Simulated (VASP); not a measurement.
Wanted: the native input for a VASP 6.6.1 run.

* Task: single point
* Functional: PBEsol
* Potentials or basis: VASP PAW PBE potentials, release 64 (Cr_pv, O)
* Cutoff: 520 eV
* k mesh: 6 × 6 × 9
* Occupations: fermi-dirac, width 0.05 eV
* Spin: collinear spin, ferromagnetic start
* Starting moments: [3.0, 3.0, 0.0, 0.0, 0.0, 0.0] μB
* Dipole correction: no
* Further INCAR settings: ALGO = Normal; EDIFF = 1e-06; NBANDS = 37

The structure of CrO2 lies in POSCAR:

```
CrO2
1.0
    4.3612959861      0.0000000000      0.0000000000
    0.0000000000      4.3612959861      0.0000000000
    0.0000000000      0.0000000000      2.8749230460
Cr O
2 4
Direct
    0.5000000000      0.5000000000      0.5000000000
    0.0000000000      0.0000000000      0.0000000000
    0.8029115098      0.1970884902      0.5000000000
    0.6970884902      0.6970884902      0.0000000000
    0.1970884902      0.8029115098      0.5000000000
    0.3029115098      0.3029115098      0.0000000000
```

One way to write it, as run:

INCAR

```
PREC = Accurate
ENCUT = 520
EDIFF = 1E-6
ISMEAR = -1
SIGMA = 0.05
LREAL = F
LASPH = T
NELM = 150
ALGO = Normal
ISIF = 2
LWAVE = F
LCHARG = T
ISPIN = 2
MAGMOM = 3 3 0 0 0 0
LORBIT = 11
LMAXMIX = 4
GGA = PS
LELF = T
LVHAR = T
NBANDS = 37
```

KPOINTS

```
Automatic mesh
0
Gamma
  6 6 9
```

Potentials or basis: VASP PAW PBE potentials, release 64 (Cr_pv, O).

The run is started by

```sh
$ cat potpaw_PBE.64/Cr_pv/POTCAR potpaw_PBE.64/O/POTCAR > POTCAR
$ mpirun -np 1 vasp_std > vasp.out
```

Results of the run:

- Pressure: 5.6 GPa
- Largest force: 0.019 eV/Å
- Band gap on the k mesh: zero (filled and empty bands overlap)
- Net moment: 4.00 μB per cell
- Site moments: Cr +2.05; O -0.06 μB
- Valence electrons inside the program's atomic spheres: Cr 11.00; O 5.04

Caveat: the cell stands under pressure; the PAW data sets were made with another functional, which shifts forces and pressure a little; semilocal functionals often make such compounds metallic where correlation or magnetic order opens a gap, which also shifts bond lengths; the run started ferromagnetic, and an antiferromagnetic order may lie lower in energy.

Wall time 2.2 min on 1 thread of Intel(R) Xeon(R) Platinum 8375C CPU @ 2.90GHz (Ice Lake) (shared host), peak memory 0.27 GiB.
